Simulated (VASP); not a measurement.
Runs of VASP 6.6.1 on CdF2. The structure is that of space group Fm-3m (No. 225), or close to it. The cells are those of the table. 

```csv
potentials or basis,cell,k mesh,cutoff (eV),smearing,second run,gap on the mesh (eV),pressure (GPa)
"VASP PAW PBE potentials, release 64 (Cd, F)","a = 3.698 Å, angles 60.0°, 3 atoms",8 × 8 × 8,520,gaussian 0.02 eV,-,3.21,13.0
"VASP PAW PBE potentials, release 64 (Cd_sv_GW, F)","a = 3.698 Å, angles 60.0°, 3 atoms",8 × 8 × 8,600,gaussian 0.02 eV,valence_matched,(c),10.9
"VASP PAW PBE potentials, release 64 (Cd, F)","a = 3.666 Å, angles 60.0°, 3 atoms",8 × 8 × 8,520,gaussian 0.02 eV,-,(a),17.7
"VASP PAW PBE potentials, release 64 (Cd, F)","a = 3.810 Å, angles 60.0°, 3 atoms",6 × 6 × 6,520,gaussian 0.1 eV,-,(b),0.5
```

Alike in all rows: task single point; level PBEsol; no spin polarisation.

**Question.** Fill in the values left out.

**Answer.** (a) 3.30; (b) 2.92; (c) 3.23.

Caveats: the PAW data sets were made with another functional, which shifts forces and pressure a little.

A k mesh can miss the band edges, and the runs leave out spin-orbit coupling on Cd.

The runs don't all hold the same shells in valence.
